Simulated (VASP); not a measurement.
Runs of VASP 6.6.1 on MgO. The structure is that of space group I4/mmm (No. 139), or close to it. The cells are those of the table. 

```tsv
cell	gap on the mesh (eV)	pressure (GPa)
a = 2.844, b = 3.008 Å, angles 58.1, 63.9, 58.1°, 2 atoms	5.43	28.8
a = 2.791, b = 3.008 Å, angles 57.4, 65.2, 57.4°, 2 atoms	(c)	47.9
a = 3.211, b = 3.008 Å, angles 62.1, 55.9, 62.1°, 2 atoms	3.23	(b)
a = 2.897, b = 3.008 Å, angles 58.7, 62.5, 58.7°, 2 atoms	5.11	15.4
a = 3.182, b = 3.008 Å, angles 61.8, 56.4, 61.8°, 2 atoms	3.37	(a)
```

Alike in all rows: task single point; level PBE; potentials or basis VASP PAW PBE potentials, release 64 (Mg, O); no spin polarisation; k mesh 10 × 10 × 10; cutoff (eV) 520; smearing gaussian 0.05 eV.

Question: Fill in the values left out.

Answer: (a) -11.1; (b) -12.0; (c) 5.72.

Caveats: the cell stands under pressure (at least some runs); the cell stands under tension (at least some runs).

